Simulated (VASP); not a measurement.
Input of a VASP 6.6.1 run:

Contents of INCAR:

```
PREC     = Accurate       # precision mode
ENCUT    = 520            # plane-wave cutoff, eV
EDIFF    = 1E-6           # SCF threshold, eV
ISMEAR   = 0              # smearing method
SIGMA    = 0.01           # smearing width, eV
LREAL    = F              # projectors in reciprocal space
LASPH    = T              # aspherical terms in the spheres
NELM     = 80             # most SCF steps
ALGO     = Normal         # electronic algorithm
ISIF     = 2              # what is computed and relaxed
LWAVE    = F              # write WAVECAR
LCHARG   = F              # write CHGCAR
GGA      = PE             # functional
NBANDS   = 26             # bands
```

Contents of KPOINTS:

```
regular mesh
0
Gamma
  12 12 6
```

POSCAR

```
GaN
1.0
    3.1831493773      0.0000000000      0.0000000000
   -1.5915746887      2.7566882247      0.0000000000
    0.0000000000      0.0000000000      5.1836252148
Ga N
2 2
Direct
    0.3333333333      0.6666666667     -0.0008868111
    0.6666666667      0.3333333333      0.4991131889
    0.3333333333      0.6666666667      0.3758868111
    0.6666666667      0.3333333333      0.8758868111
```

Potentials or basis: VASP PAW PBE potentials, release 64 (Ga_d, N).

Command:

```bash
$ cat potpaw_PBE.64/Ga_d/POTCAR potpaw_PBE.64/N/POTCAR > POTCAR
$ mpirun -np 1 vasp_std > vasp.out
```

(1) What does it give for the largest force?

(2) Estimate the band gap on the k mesh.

(3) Predict the pressure.

Answers

(1) 0.005 eV/Å.

(2) 1.94 eV, direct.

(3) 6.3 GPa.
